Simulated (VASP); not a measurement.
# Mg3CdSe4 (P4/mmm) in VASP: relaxation of cell and atoms with PBE

Aim: the relaxation of cell and atoms of Mg3CdSe4 with PBE.

All numbers are computed with VASP 6.6.1; they aren't measurements. Logs are shortened: lines on timing, memory, paths and dates and some standing lists are left out, and cuts for length are marked.

### 1 The cell of the first run

It takes space group P4/mmm (No. 123, tetragonal). The conventional cell has a = 4.051 Å, b = 4.051 Å, c = 11.458 Å, α = 90.00°, β = 90.00°, γ = 90.00°. Mg (site symmetry 4mm) has 6 Se at 2.86 Å within 3.8 Å. Within 3.8 Å of Mg (site symmetry 4/mmm) lie 6 Se at 2.86 Å. Cd (site symmetry 4/mmm) has 6 Se at 2.86 Å within 3.8 Å. Within 3.8 Å of Se (site symmetry 4/mmm) lie 4 Cd at 2.86 Å and 2 Mg at 2.86 Å. Within 3.8 Å of Se (site symmetry 4mm) lie 5 Mg at 2.86 Å and 1 Cd at 2.86 Å. Se (site symmetry 4/mmm) has 6 Mg at 2.86 Å within 3.8 Å.

### 2 Relaxation of cell and atoms, PBE

INCAR

```
SYSTEM = Mg3CdSe4
ALGO     = Normal         ! electronic algorithm
EDIFF    = 1E-7           ! SCF threshold, eV
EDIFFG   = -0.01          ! ionic threshold
ENCUT    = 600            ! plane-wave cutoff, eV
GGA      = PE             ! functional
IBRION   = 2              ! ionic algorithm
ISIF     = 3              ! what is computed and relaxed
ISMEAR   = 0              ! smearing method
LASPH    = .TRUE.         ! aspherical terms in the spheres
LCHARG   = .FALSE.        ! write CHGCAR
LREAL    = .FALSE.        ! projectors in reciprocal space
LWAVE    = .FALSE.        ! write WAVECAR
NELM     = 100            ! most SCF steps
NSW      = 100            ! ionic steps
PREC     = Accurate       ! precision mode
SIGMA    = 0.02           ! smearing width, eV
```

KPOINTS

```
k-points
0
G
  10 10 4
  0 0 0
```

POSCAR

```
Mg3CdSe4
1.0
    4.0509000600      0.0000000000      0.0000000000
    0.0000000000      4.0509000600      0.0000000000
    0.0000000000      0.0000000000     11.4576756100
Mg Cd Se
3 1 4
Direct
    0.0000000000      0.0000000000      0.7500000000
    0.0000000000      0.0000000000      0.2500000000
    0.5000000000      0.5000000000      0.5000000000
    0.5000000000      0.5000000000      0.0000000000
    0.0000000000      0.0000000000      0.0000000000
    0.5000000000      0.5000000000      0.2500000000
    0.0000000000      0.0000000000      0.5000000000
    0.5000000000      0.5000000000      0.7500000000
```

Potentials or basis: VASP PAW PBE potentials, release 64 (Mg, Cd, Se).

The run is started by

```bash
> cat potpaw_PBE.64/Mg/POTCAR potpaw_PBE.64/Cd/POTCAR potpaw_PBE.64/Se/POTCAR > POTCAR
> mpirun -np 1 vasp_std > vasp.out
```

OUTCAR:

```text
SYSTEM = Mg3CdSe4
   EDIFF = 1E-7
   EDIFFG = -0.01
   ENCUT = 600
   GGA = PE
   IBRION = 2
   ISIF = 3
   ISMEAR = 0
   LASPH = .TRUE.
   LREAL = .FALSE.
   NELM = 100
   NSW = 100
   PREC = Accurate

 ion  position               nearest neighbor table
   1  0.000  0.000  0.750-   8 2.86   8 2.86   8 2.86   8 2.86   5 2.86   7 2.86
   2  0.000  0.000  0.250-   6 2.86   6 2.86   6 2.86   6 2.86   7 2.86   5 2.86
   3  0.500  0.500  0.500-   7 2.86   7 2.86   7 2.86   7 2.86   8 2.86   6 2.86
   4  0.500  0.500  0.000-   5 2.86   5 2.86   5 2.86   5 2.86   8 2.86   6 2.86
   5  0.000  0.000  0.000-   4 2.86   4 2.86   4 2.86   4 2.86   1 2.86   2 2.86
   6  0.500  0.500  0.250-   2 2.86   2 2.86   2 2.86   2 2.86   4 2.86   3 2.86
   7  0.000  0.000  0.500-   3 2.86   3 2.86   3 2.86   3 2.86   1 2.86   2 2.86
   8  0.500  0.500  0.750-   1 2.86   1 2.86   1 2.86   1 2.86   4 2.86   3 2.86

  LATTYP: Found a simple tetragonal cell.
 ALAT       =     4.0509000600
 C/A-ratio  =     2.8284271249

  Lattice vectors:

 A1 = (   4.0509000600,   0.0000000000,   0.0000000000)
 A2 = (   0.0000000000,   4.0509000600,   0.0000000000)
 A3 = (   0.0000000000,   0.0000000000,  11.4576756100)

Analysis of symmetry for initial positions (statically):
=====================================================================
 Subroutine PRICEL returns:
 Original cell was already a primitive cell.

 Routine SETGRP: Setting up the symmetry group for a
 simple tetragonal supercell.

 Subroutine GETGRP returns: Found 16 space group operations
 (whereof 16 operations were pure point group operations)
 out of a pool of 16 trial point group operations.

The static configuration has the point symmetry D_4h.

Analysis of symmetry for dynamics (positions and initial velocities):
=====================================================================
 Subroutine PRICEL returns:
 Original cell was already a primitive cell.

 Routine SETGRP: Setting up the symmetry group for a
 simple tetragonal supercell.

 Subroutine GETGRP returns: Found 16 space group operations
 (whereof 16 operations were pure point group operations)
 out of a pool of 16 trial point group operations.

The dynamic configuration has the point symmetry D_4h.

 Subroutine INISYM returns: Found 16 space group operations
 (whereof 16 operations are pure point group operations),
 and found     1 'primitive' translations

----------------------------------------------------------------------------------------

                                     Primitive cell

  volume of cell :     188.0181
[... 111 lines left out ...]
   PSTRESS=    0.0 pullay stress
   NELECT =      42.0000    total number of electrons
   NUPDOWN=      -1.0000    fix difference up-down
   EMIN   =  10.00;   EMAX   =-10.00  energy-range for DOS
   EFERMI =   0.00;   METHOD = LEGACY
   ISMEAR =     0;   SIGMA  =   0.02  broadening in eV -4-tet -1-fermi 0-gaus
   EFERMI_NEDOS =   21; number of points for ismear=-14 and -15
   IALGO  =     38    algorithm
   IMIX   =      4    mixing-type and parameters
     AMIX     =   0.40;   BMIX     =  1.00
     AMIX_MAG =   1.60;   BMIX_MAG =  1.00
  volume/ion in A,a.u.               =      23.50       158.60
  Fermi-wavevector in a.u.,A,eV,Ry     =   0.993325  1.877112 13.424797  0.986695
  Thomas-Fermi vector in A             =   2.125199
   LORBIT       =      0    0 simple, 1 ext, 2 COOP (PROOUT), +10 PAW based schemes
   GGA     = PE    functional components
   LHFCALC =     F    Hartree Fock is set to
   AEXX    =    0.0000 exact exchange contribution
   IVDW    =     0    specifies the selected vdW correction
   LEPSILON=     F    determine dielectric tensor
   LRPA    =     F    only Hartree local field effects (RPA)
 conjugate gradient relaxation of ions
 non-spin polarized calculation
 Gauss-broadening in eV      SIGMA  =   0.02
  energy-cutoff  :      600.00
  volume of cell :      188.02
 maximum number of plane-waves:      6320
   NGX = 17   NGY = 17   NGZ = 45

--------------------------------------- Ionic step        1  -------------------------------------------

 number of electron      41.9999988 magnetization

 Free energy of the ion-electron system (eV)
  ---------------------------------------------------
  ext. energy  EPLUGINS =         0.00000000
  ---------------------------------------------------
  free energy    TOTEN  =       -27.34138466 eV

  energy without entropy =      -27.34138466  energy(sigma->0) =      -27.34138466

------------------------ aborting loop because EDIFF is reached ----------------------------------------

  FORCE on cell =-STRESS in cart. coord.  units (eV):
  Direction    XX          YY          ZZ          XY          YZ          ZX
  --------------------------------------------------------------------------------------
  -------------------------------------------------------------------------------------
  Total       -4.8770382     -4.8770382     -4.7123268      0.0000000      0.0000000      0.0000000
  in kB      -41.5591979    -41.5591979    -40.1556264      0.0000000      0.0000000      0.0000000
  external PRESSURE =     -41.0913408 kB  Pullay stress =       0.0000000 kB
[... 281 lines left out ...]
--------------------------------------- Ionic step        8  -------------------------------------------

 number of electron      42.0000009 magnetization

 Free energy of the ion-electron system (eV)
  ---------------------------------------------------
  ext. energy  EPLUGINS =         0.00000000
  ---------------------------------------------------
  free energy    TOTEN  =       -27.56596952 eV

  energy without entropy =      -27.56596952  energy(sigma->0) =      -27.56596952

 E-fermi :   3.0921     XC(G=0):  -9.5206

 val. band max:        2.9812662586   @ k =   0.5000   0.0000   0.0000
 cond. band min:       3.3629354721   @ k =   0.5000   0.5000   0.0000
 fundamental gap:      0.3816692134
 Fermi energy:         3.0920847371

 k-point     1 :       0.0000    0.0000    0.0000
  band No.  band energies     occupation
      1     -10.0522      2.00000
      2      -9.5726      2.00000
      3      -9.4007      2.00000
      4      -8.8099      2.00000
      5      -5.1102      2.00000
      6      -5.0098      2.00000
[... 685 lines left out ...]
     25       6.9190      0.00000
     26       8.3397      0.00000

 [... further k-points ...]

------------------------ aborting loop because EDIFF is reached ----------------------------------------

  FORCE on cell =-STRESS in cart. coord.  units (eV):
  Direction    XX          YY          ZZ          XY          YZ          ZX
  --------------------------------------------------------------------------------------
  -------------------------------------------------------------------------------------
  Total       -0.0779156     -0.0779156      0.0727935      0.0000000      0.0000000     -0.0000000
  in kB       -0.7195092     -0.7195092      0.6722092      0.0000000      0.0000000     -0.0000000
  external PRESSURE =      -0.2556031 kB  Pullay stress =       0.0000000 kB
[... 23 lines left out ...]
  FREE ENERGIE OF THE ION-ELECTRON SYSTEM (eV)
  ---------------------------------------------------
  free  energy   TOTEN  =       -27.5659695226 eV

  energy  without entropy=      -27.5659695226  energy(sigma->0) =      -27.56596952

 reached required accuracy - stopping structural energy minimisation
```

OSZICAR:

```text
N       E                     dE             d eps       ncg     rms          rms(c)
DAV:   1     0.233044762162E+03    0.23304E+03   -0.18843E+04  3276   0.153E+03
[... 77 lines left out ...]
DAV:   1    -0.275684055245E+02   -0.29948E-02   -0.60772E-02  3506   0.189E+00    0.347E-01
DAV:   2    -0.275662606334E+02    0.21449E-02   -0.59078E-03  3474   0.729E-01    0.119E-01
DAV:   3    -0.275660030029E+02    0.25763E-03   -0.79275E-04  3706   0.174E-01    0.972E-02
DAV:   4    -0.275659723889E+02    0.30614E-04   -0.70324E-05  3508   0.486E-02    0.210E-02
DAV:   5    -0.275659688063E+02    0.35826E-05   -0.29678E-05  3884   0.468E-02    0.105E-02
DAV:   6    -0.275659696157E+02   -0.80941E-06   -0.31477E-06  3654   0.118E-02    0.213E-03
DAV:   7    -0.275659695226E+02    0.93046E-07   -0.12938E-07  1942   0.247E-03
   8 F= -.27565970E+02 E0= -.27565970E+02  d E =-.558758E-03
```

CONTCAR:

```text
Mg3CdSe4
   1.00000000000000
     3.9439179396044945    0.0000000000000000   -0.0000000000000000
     0.0000000000000000    3.9439179396044945    0.0000000000000000
    -0.0000000000000000    0.0000000000000000   11.1543169937475515
  Mg              Cd              Se
     3     1     4
Direct
     0.0000000000000000    1.0000000000000000    0.7463193667632482
     0.0000000000000000    1.0000000000000000    0.2536806332367518
     0.5000000000000000    0.5000000000000000    0.5000000000000000
     0.5000000000000000    0.5000000000000000    1.0000000000000000
     0.0000000000000000    1.0000000000000000    1.0000000000000000
     0.5000000000000000    0.5000000000000000    0.2558513336457440
     0.0000000000000000    1.0000000000000000    0.5000000000000000
     0.5000000000000000    0.5000000000000000    0.7441486663542560

  0.00000000E+00  0.00000000E+00  0.00000000E+00
  0.00000000E+00  0.00000000E+00  0.00000000E+00
  0.00000000E+00  0.00000000E+00  0.00000000E+00
  0.00000000E+00  0.00000000E+00  0.00000000E+00
  0.00000000E+00  0.00000000E+00  0.00000000E+00
  0.00000000E+00  0.00000000E+00  0.00000000E+00
  0.00000000E+00  0.00000000E+00  0.00000000E+00
  0.00000000E+00  0.00000000E+00  0.00000000E+00
```

Wall time 49 min (1 thread of Oxide Virtual Turin-like, shared host); peak memory 0.57 GiB.

What came out:

* Free energy: -27.5660 eV
* Relaxed volume: 21.69 Å³/atom
* Relaxed cell: a = 3.944 Å, b = 3.944 Å, c = 11.154 Å, α = 90.00°, β = 90.00°, γ = 90.00°
* Space group after relaxing (to 0.1 Å): P4/mmm (No. 123)
* Energy gained by relaxing: 28.1 meV/atom
* Ionic steps: 8
* Pressure after relaxing: 0.0 GPa
* Largest force after relaxing: 0.009 eV/Å
* Band gap on the k mesh: 0.38 eV (least direct gap 0.95 eV)

Forces on the atoms (eV/Å):
```
Mg   0.000  0.000  0.009
Mg   0.000  0.000 -0.009
Mg   0.000  0.000  0.000
Cd   0.000  0.000  0.000
Se   0.000  0.000  0.000
Se   0.000  0.000  0.005
Se   0.000  0.000  0.000
Se   0.000  0.000 -0.005
```

Stress tensor (GPa, compression positive):
```
-0.07  0.00  0.00
 0.00 -0.07  0.00
 0.00  0.00  0.07
```

The path:
```tsv
step	energy change (eV)	largest force (eV/Å)	pressure (GPa)	volume (Å³)
1	0.0000	0.2841	-4.11	188.02
2	-0.2048	0.3011	0.54	172.09
3	-0.2065	0.3001	0.09	173.30
4	-0.2142	0.2043	0.08	173.28
5	-0.2216	0.1061	0.06	173.23
6	-0.2231	0.0777	-0.04	173.51
7	-0.2240	0.0192	-0.23	174.07
8	-0.2246	0.0090	-0.03	173.50
```

Final structure:
```
Mg Cd Se
1.0
     3.94392    0.00000    0.00000
     0.00000    3.94392    0.00000
     0.00000    0.00000   11.15432
Mg Cd Se
3 1 4
Direct
  0.00000 0.00000 0.74632
  0.00000 0.00000 0.25368
  0.50000 0.50000 0.50000
  0.50000 0.50000 0.00000
  0.00000 0.00000 0.00000
  0.50000 0.50000 0.25585
  0.00000 0.00000 0.50000
  0.50000 0.50000 0.74415
```

Caveat: semilocal functionals underestimate gaps, and a narrow one can read as zero.
